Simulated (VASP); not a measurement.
# Sb (P6_3/mmc) in VASP: a series of runs

Runs on Sb. Level: PBEsol. Tasks: single point.

Program: VASP 6.6.1. These are calculated values, not measurements. Logs are shortened: lines on timing, memory, paths and dates and some standing lists are left out, and cuts for length are marked.

### 1 The cell of the first run

Symmetry: P6_3/mmc, No. 194, hexagonal system. The conventional cell has a = 3.264 Å, b = 3.264 Å, c = 5.680 Å, α = 90.00°, β = 90.00°, γ = 120.00°. Within 4.3 Å of Sb (site symmetry -6m2) lie 12 Sb at 3.26 to 3.41 Å.

### 2 Single point, PBEsol

Contents of INCAR:

```
PREC = Accurate ; ENCUT = 520
EDIFF = 1E-6 ; ISMEAR = 0
SIGMA = 0.15 ; LREAL = False
LASPH = True ; NELM = 60
ALGO = Normal ; ISIF = 2
LWAVE = False ; LCHARG = True
GGA = PS ; LELF = True
LVHAR = True ; NBANDS = 12
```

Contents of KPOINTS:

```
Automatic mesh
0
Gamma
  18 18 10
```

Contents of POSCAR:

```
Sb
1.0
    3.2636492063      0.0000000000      0.0000000000
   -1.6318246032      2.8264031217      0.0000000000
    0.0000000000      0.0000000000      5.6796599220
Sb
2
Direct
    0.3333333333      0.6666666667      0.2500000000
    0.6666666667      0.3333333333      0.7500000000
```

Potentials or basis: VASP PAW PBE potentials, release 64 (Sb).

Launch:

```sh
> cat potpaw_PBE.64/Sb/POTCAR > POTCAR
> mpirun -np 1 vasp_std > vasp.out
```

OUTCAR:

```text
PREC = Accurate
   ENCUT = 520
   EDIFF = 1E-6
   ISMEAR = 0
   LREAL = False
   LASPH = True
   NELM = 60
   ISIF = 2
   GGA = PS

 ion  position               nearest neighbor table
   1  0.333  0.667  0.250-   2 3.41   2 3.41   2 3.41   2 3.41   2 3.41   2 3.41
   2  0.667  0.333  0.750-   1 3.41   1 3.41   1 3.41   1 3.41   1 3.41   1 3.41

  LATTYP: Found a hexagonal cell.
 ALAT       =     3.2636492063
 C/A-ratio  =     1.7402789218

  Lattice vectors:

 A1 = (   3.2636492063,   0.0000000000,   0.0000000000)
 A2 = (  -1.6318246032,   2.8264031217,   0.0000000000)
 A3 = (   0.0000000000,   0.0000000000,   5.6796599220)

Analysis of symmetry for initial positions (statically):
=====================================================================
 Subroutine PRICEL returns:
 Original cell was already a primitive cell.

 Routine SETGRP: Setting up the symmetry group for a
 hexagonal supercell.

 Subroutine GETGRP returns: Found 24 space group operations
 (whereof 12 operations were pure point group operations)
 out of a pool of 24 trial point group operations.

The static configuration has the point symmetry D_3d.
 The point group associated with its full space group is D_6h.

Analysis of symmetry for dynamics (positions and initial velocities):
=====================================================================
 Subroutine PRICEL returns:
 Original cell was already a primitive cell.

 Routine SETGRP: Setting up the symmetry group for a
 hexagonal supercell.

 Subroutine GETGRP returns: Found 24 space group operations
 (whereof 12 operations were pure point group operations)
 out of a pool of 24 trial point group operations.

The dynamic configuration has the point symmetry D_3d.
 The point group associated with its full space group is D_6h.

 Subroutine INISYM returns: Found 24 space group operations
 (whereof 12 operations are pure point group operations),
 and found     1 'primitive' translations

----------------------------------------------------------------------------------------

                                     Primitive cell

  volume of cell :      52.3914

  direct lattice vectors                    reciprocal lattice vectors
     3.263649206  0.000000000  0.000000000     0.306405480  0.176903286  0.000000000
    -1.631824603  2.826403122  0.000000000     0.000000000  0.353806572  0.000000000
     0.000000000  0.000000000  5.679659922     0.000000000  0.000000000  0.176066880

  length of vectors
     3.263649206  3.263649206  5.679659922     0.353806572  0.353806572  0.176066880

  position of ions in fractional coordinates (direct lattice)
     0.333333333  0.666666667  0.250000000
     0.666666667  0.333333333  0.750000000

  ion indices of the primitive-cell ions
   primitive index   ion index
                 1           1
                 2           2

----------------------------------------------------------------------------------------

 KPOINTS: Automatic mesh

Automatic generation of k-mesh.
 Grid dimensions read from file:
 generate k-points for:   18   18   10

 Generating k-lattice:

  Cartesian coordinates                     Fractional coordinates (reciprocal lattice)
     0.017022527  0.009827960  0.000000000     0.055555556  0.000000000  0.000000000
     0.000000000  0.019655921  0.000000000     0.000000000  0.055555556  0.000000000
     0.000000000  0.000000000  0.017606688     0.000000000  0.000000000  0.100000000

  Length of vectors
     0.019655921  0.019655921  0.017606688

  Shift w.r.t. Gamma in fractional coordinates (k-lattice)
     0.000000000  0.000000000  0.000000000

 Subroutine IBZKPT returns following result:
 ===========================================

 Found    222 irreducible k-points:

 Following reciprocal coordinates:
            Coordinates               Weight
  0.000000  0.000000  0.000000      1.000000
  0.055556  0.000000  0.000000      6.000000
  0.111111  0.000000  0.000000      6.000000
  0.166667  0.000000  0.000000      6.000000
  0.222222 -0.000000  0.000000      6.000000
  0.277778  0.000000  0.000000      6.000000
[... 16 lines left out ...]
  0.333333  0.111111  0.000000     12.000000
  0.388889  0.111111  0.000000     12.000000
 [... further k-points ...]
   k-points           NKPTS =    222   k-points in BZ     NKDIM =    222   number of bands    NBANDS=     12
   number of dos      NEDOS =    301   number of ions     NIONS =      2
   total plane-waves  NPLWV =  24192
   dimension x,y,z NGX =    24 NGY =   24 NGZ =   42
   dimension x,y,z NGXF=    48 NGYF=   48 NGZF=   84
   ions per type =               2
   NGX,Y,Z   is equivalent  to a cutoff of  12.23, 12.23, 12.29 a.u.
   NGXF,Y,Z  is equivalent  to a cutoff of  24.45, 24.45, 24.59 a.u.
 SYSTEM =  unknown system
   PREC   = accura    normal or accurate (medium, high low for compatibility)
   ISTART =      0    job   : 0-new  1-cont  2-samecut
   ICHARG =      2    charge: 1-file 2-atom 10-const
   ISPIN  =      1    spin polarized calculation?
   LNONCOLLINEAR =      F non collinear calculations
   LSORBIT =      F    spin-orbit coupling
   LASPH  =      T    aspherical Exc in radial PAW
   ENCUT  =  520.0 eV  38.22 Ry    6.18 a.u.   6.07  6.07 10.56*2*pi/ulx,y,z
   NELM   =     60;   NELMIN=  2; NELMDL= -5     # of ELM steps
   EDIFF  = 0.1E-05   stopping-criterion for ELM
   LREAL  =      F    real-space projection
   EDIFFG = 0.1E-04   stopping-criterion for IOM
   NSW    =      0    number of steps for IOM
   IBRION =     -1    ionic relax: 0-MD 1-quasi-New 2-CG
   NFREE  =      0    steps in history (QN), initial steepest desc. (CG)
   ISIF   =      2    stress and relaxation
   ISYM   =      2    0-nonsym 1-usesym 2-fastsym
   POTIM  = 0.5000    time-step for ionic-motion
   TEBEG  =    0.0;   TEEND  =   0.0 temperature during run
   PSTRESS=    0.0 pullay stress
   NELECT =      10.0000    total number of electrons
   NUPDOWN=      -1.0000    fix difference up-down
   EMIN   =  10.00;   EMAX   =-10.00  energy-range for DOS
   EFERMI =   0.00;   METHOD = LEGACY
   ISMEAR =     0;   SIGMA  =   0.15  broadening in eV -4-tet -1-fermi 0-gaus
   EFERMI_NEDOS =   21; number of points for ismear=-14 and -15
   IALGO  =     38    algorithm
   IMIX   =      4    mixing-type and parameters
     AMIX     =   0.40;   BMIX     =  1.00
     AMIX_MAG =   1.60;   BMIX_MAG =  1.00
  volume/ion in A,a.u.               =      26.20       176.78
  Fermi-wavevector in a.u.,A,eV,Ry     =   0.942587  1.781231 12.088376  0.888471
  Thomas-Fermi vector in A             =   2.070211
   LORBIT       =      0    0 simple, 1 ext, 2 COOP (PROOUT), +10 PAW based schemes
   GGA     = PS    functional components
   LHFCALC =     F    Hartree Fock is set to
   AEXX    =    0.0000 exact exchange contribution
   IVDW    =     0    specifies the selected vdW correction
   LEPSILON=     F    determine dielectric tensor
   LRPA    =     F    only Hartree local field effects (RPA)
 non-spin polarized calculation
 Gauss-broadening in eV      SIGMA  =   0.15
  energy-cutoff  :      520.00
  volume of cell :       52.39
 maximum number of plane-waves:      1434
   NGX = 13   NGY = 13   NGZ = 21

 number of electron      10.0000000 magnetization

 Free energy of the ion-electron system (eV)
  ---------------------------------------------------
  ext. energy  EPLUGINS =         0.00000000
  ---------------------------------------------------
  free energy    TOTEN  =        -8.66601095 eV

  energy without entropy =       -8.65214633  energy(sigma->0) =       -8.65907864

 E-fermi :   8.7958     XC(G=0): -10.4472

 val. band max:        8.7879345359   @ k =   0.2222   0.2222   0.0000
 cond. band min:       8.8103533601   @ k =   0.2222   0.0556   0.3000
 fundamental gap:      0.0224188243
 Fermi energy:         8.7957851676

 k-point     1 :       0.0000    0.0000    0.0000
  band No.  band energies     occupation
      1      -4.4278      2.00000
      2      -1.1165      2.00000
      3       2.6437      2.00000
      4      13.1926      0.00000
      5      13.1926      0.00000
      6      13.2718      0.00000
      7      14.6274      0.00000
      8      14.6274      0.00000
      9      17.4143      0.00000
     10      17.4920      0.00000
     11      18.8805      0.00000
     12      19.1321      0.00000

 k-point     2 :       0.0556    0.0000    0.0000
  band No.  band energies     occupation
      1      -4.3691      2.00000
      2      -1.0620      2.00000
      3       2.7046      2.00000
      4      12.5153      0.00000
      5      12.9310      0.00000
      6      13.2729      0.00000
      7      14.2716      0.00000
      8      14.6686      0.00000
      9      17.4714      0.00000
     10      17.7311      0.00000
     11      18.3117      0.00000
     12      19.1590      0.00000

 k-point     3 :       0.1111    0.0000    0.0000
  band No.  band energies     occupation
      1      -4.1929      2.00000
      2      -0.8993      2.00000
      3       2.8867      2.00000
      4      11.1067      0.00000
      5      12.3693      0.00000
      6      13.2493      0.00000
      7      13.3403      0.00000
      8      14.5862      0.00000
      9      16.7273      0.00000
     10      17.9532      0.00000
     11      18.6419      0.00000
     12      18.6909      0.00000

 k-point     4 :       0.1667    0.0000    0.0000
  band No.  band energies     occupation
      1      -3.9001      2.00000
      2      -0.6313      2.00000
      3       3.1881      2.00000
      4       9.5229      0.00000
      5      11.7420      0.00000
      6      12.0975      0.00000
      7      13.1087      0.00000
      8      14.2763      0.00000
      9      15.8348      0.00000
     10      17.5246      0.00000
     11      18.1971      0.00000
     12      18.6614      0.00000

 k-point     5 :       0.2222   -0.0000    0.0000
  band No.  band energies     occupation
      1      -3.4922      2.00000
      2      -0.2653      2.00000
      3       3.6052      2.00000
      4       7.9497      2.00000
      5      10.7167      0.00000
      6      11.1458      0.00000
      7      12.6975      0.00000
      8      13.8466      0.00000
      9      15.1096      0.00000
     10      16.7575      0.00000
     11      18.2770      0.00000
     12      18.5646      0.00000
[... 228 lines left out ...]
      1      -2.8007      2.00000
      2       0.3265      2.00000
      3       4.3069      2.00000
      4       6.5638      2.00000
      5       8.4681      1.99799
      6      10.1538      0.00000
      7      11.8772      0.00000
      8      12.0326      0.00000
      9      15.8302      0.00000
     10      16.2537      0.00000
     11      17.6074      0.00000
     12      19.0289      0.00000

 k-point    22 :       0.2778    0.1111    0.0000
  band No.  band energies     occupation
      1      -2.1803      2.00000
      2       0.7913      2.00000
      3       4.9288      2.00000
      4       5.3108      2.00000
      5       7.6428      2.00000
      6       9.1776      0.00032
      7      10.9658      0.00000
      8      11.6139      0.00000
      9      15.3119      0.00000
     10      15.9080      0.00000
     11      17.9333      0.00000
     12      19.1993      0.00000

 k-point    23 :       0.3333    0.1111    0.0000
  band No.  band energies     occupation
      1      -1.4766      2.00000
      2       1.1388      2.00000
      3       4.3708      2.00000
      4       5.6239      2.00000
      5       6.6895      2.00000
      6       8.5737      1.96375
      7       9.9850      0.00000
      8      11.3068      0.00000
      9      14.9841      0.00000
     10      15.6569      0.00000
     11      18.4102      0.00000
     12      19.1118      0.00000

 k-point    24 :       0.3889    0.1111    0.0000
  band No.  band energies     occupation
      1      -0.7508      2.00000
      2       1.0877      2.00000
      3       4.0408      2.00000
      4       5.7705      2.00000
      5       6.3161      2.00000
      6       8.2673      2.00000
      7       9.0944      0.00488
      8      11.1193      0.00000
      9      14.8003      0.00000
     10      15.5052      0.00000
     11      18.9073      0.00000
     12      19.0283      0.00000

 [... further k-points ...]
[... 5 lines left out ...]
  --------------------------------------------------------------------------------------
  -------------------------------------------------------------------------------------
  Total        0.4215046      0.4215046     -0.5489855     -0.0000000      0.0000000      0.0000000
  in kB       12.8900022     12.8900022    -16.7884856     -0.0000000      0.0000000      0.0000000
  external PRESSURE =       2.9971729 kB  Pullay stress =       0.0000000 kB

 VOLUME and BASIS-vectors are now :
 -----------------------------------------------------------------------------
  energy-cutoff  :      520.00
  volume of cell :       52.39
      direct lattice vectors                 reciprocal lattice vectors
     3.263649206  0.000000000  0.000000000     0.306405480  0.176903286  0.000000000
    -1.631824603  2.826403122  0.000000000     0.000000000  0.353806572  0.000000000
     0.000000000  0.000000000  5.679659922     0.000000000  0.000000000  0.176066880

 POSITION                                       TOTAL-FORCE (eV/Angst)
 -----------------------------------------------------------------------------------
     -0.00000      1.88427      1.41991        -0.000000      0.000000      0.000000
      1.63182      0.94213      4.25974         0.000000     -0.000000      0.000000
 -----------------------------------------------------------------------------------
    total drift:                                0.000000     -0.000000      0.000000

  FREE ENERGIE OF THE ION-ELECTRON SYSTEM (eV)
  ---------------------------------------------------
  free  energy   TOTEN  =        -8.6660109525 eV

  energy  without entropy=       -8.6521463304  energy(sigma->0) =       -8.65907864
```

Wall time 31 s (1 thread of Intel Xeon Platinum 8559C (Emerald Rapids), shared host); peak memory 0.25 GiB.

Results:

```
Free energy            : -8.6660 eV
Pressure               : 0.3 GPa
Band gap on the k mesh : zero (band 5 reaches 13.90 eV, above the bottom of band 6 at 5.33 eV)
```

Caveat: the PAW data sets were made with another functional, which shifts forces and pressure a little; spin-orbit coupling is left out, which moves the levels of the heavy elements.

### 3 Single point, PBEsol

This run uses another cell than the first one, of the same volume but with other edges.

Contents of INCAR:

```
SYSTEM = Sb
PREC = Accurate
ENCUT = 520
EDIFF = 1E-7
ISMEAR = 0
SIGMA = 0.15
LREAL = .False.
LASPH = .True.
NELM = 60
ALGO = Normal
ISIF = 2
LWAVE = .False.
LCHARG = .True.
GGA = PS
LELF = .True.
LVHAR = .True.
NBANDS = 12
```

Contents of KPOINTS:

```
regular mesh
0
Gamma
  18 18 10
  0 0 0
```

Contents of POSCAR:

```
Sb
1.0
    3.4151566025      0.0000000000      0.0000000000
   -1.7075783013      2.9576123756      0.0000000000
    0.0000000000      0.0000000000      5.1869018618
Sb
2
Direct
    0.3333333333      0.6666666667      0.2500000000
    0.6666666667      0.3333333333      0.7500000000
```

Potentials or basis: VASP PAW PBE potentials, release 64 (Sb).

Launch:

```sh
> cat potpaw_PBE.64/Sb/POTCAR > POTCAR
> mpirun -np 1 vasp_std > vasp.out
```

Run time: 68 s. Hardware: 1 thread of Intel Xeon Platinum 8559C (Emerald Rapids), shared host; peak memory 0.26 GiB.

Results (log left out):

| Property | Result |
| --- | --- |
| Free energy | -8.6706 eV |
| Pressure | -0.1 GPa |
| Band gap on the k mesh | zero (band 5 reaches 12.60 eV, above the bottom of band 6 at 5.44 eV) |

Stress tensor (GPa, compression positive):
```
 0.04  0.00  0.00
 0.00  0.04  0.00
 0.00  0.00 -0.43
```

Levels at points of the mesh, in eV from the Fermi level:
| k point | band 2 | band 3 | band 4 | band 5 | band 6 | band 7 | band 8 | band 9 |
| --- | --- | --- | --- | --- | --- | --- | --- | --- |
| (0.00, 0.00, 0.00) | -8.50 | -5.83 | 2.90 | 2.90 | 4.86 | 4.86 | 6.57 | 6.92 |
| (0.50, 0.00, 0.00) | -8.26 | -3.98 | -2.53 | -2.40 | -0.17 | -0.16 | 3.88 | 4.00 |
| (0.00, 0.00, 0.50) | -11.73 | 0.11 | 0.11 | 3.89 | 3.89 | 3.89 | 3.89 | 8.05 |
| (0.50, 0.00, 0.50) | -8.67 | -5.47 | -5.47 | 1.29 | 1.29 | 2.28 | 2.28 | 5.82 |

Caveat: the PAW data sets were made with another functional, which shifts forces and pressure a little; spin-orbit coupling is left out, which moves the levels of the heavy elements.
